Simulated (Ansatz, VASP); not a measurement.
# Rh in VASP and in Ansatz

```xyz
1
Lattice="0.0000 2.0107 1.7230 2.0107 0.0000 1.7230 2.0107 2.0107 0.0000" Properties=species:S:1:pos:R:3 pbc="T T T"
Rh    0.0000    0.0000    0.0000
```

Alike in both runs: task single point; functional LDA; k mesh 22 × 22 × 22; occupations gaussian, width 0.15 eV; no spin polarisation.

|  | VASP | Ansatz |
| --- | --- | --- |
| version | VASP 6.6.1 | Ansatz 0.2.0 |
| potentials or method | VASP PAW LDA potentials, release 64 (Rh_pv), cutoff 520 eV | scalar-relativistic, plane waves, PAW |
| valence electrons in the cell | 15 | 17 |

```csv
,VASP,Ansatz,Ansatz less VASP
gap on the k mesh at the Fermi level (eV),none,none,-
pressure (GPa),-10.7,-11.4,-0.72
"traceless stress, the component that is largest in VASP (GPa)",18.07,18.12,+0.055
```

Ansatz warns that its potentials were made for another functional, while VASP's fit it. LDA's correlation is that of Perdew and Zunger in VASP and of Perdew and Wang (1992) in Ansatz. A gap of «none» marks a metal or a gap that the smearing closes. VASP's potentials hold 15 valence electrons a cell and Ansatz's 17, so a difference there can come from the potentials and not from the codes.
